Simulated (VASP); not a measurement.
Bi, 1 atom in the cell. Symmetry: Im-3m, No. 229, cubic system. Conventional cell: a = 3.963 Å, b = 3.963 Å, c = 3.963 Å, α = 90.00°, β = 90.00°, γ = 90.00°. Bi (site symmetry m-3m) has 14 Bi at 3.43 to 3.96 Å within 4.5 Å. 

* Program: VASP 6.6.1
* Task: relaxation of cell and atoms
* Functional: revPBE
* Dispersion: D4
* Potentials or basis: VASP PAW PBE potentials, release 64 (Bi_d)
* Cutoff: 600 eV
* k mesh: 9 × 9 × 9
* Occupations: fermi-dirac, width 0.05 eV
* Spin: no spin polarisation
* Dipole correction: no
* Further INCAR settings: ALGO = Normal; EDIFF = 1e-06; IBRION = 2; EDIFFG = -0.02; NSW = 80; ISIF = 3

Potentials or basis: VASP PAW PBE potentials, release 64 (Bi_d).

Run with:

```sh
$ cat potpaw_PBE.64/Bi_d/POTCAR > POTCAR
$ mpirun -np 1 vasp_std > vasp.out
```

Hardware: 1 thread of Intel(R) Xeon(R) 6975P-C (Granite Rapids) (shared host).

How long does it take, and how much memory?

Wall time 14 s on 1 thread of Intel(R) Xeon(R) 6975P-C (Granite Rapids) (shared host), peak memory 0.16 GiB. Counts: scf iterations 27, k points 35, ion steps 3.
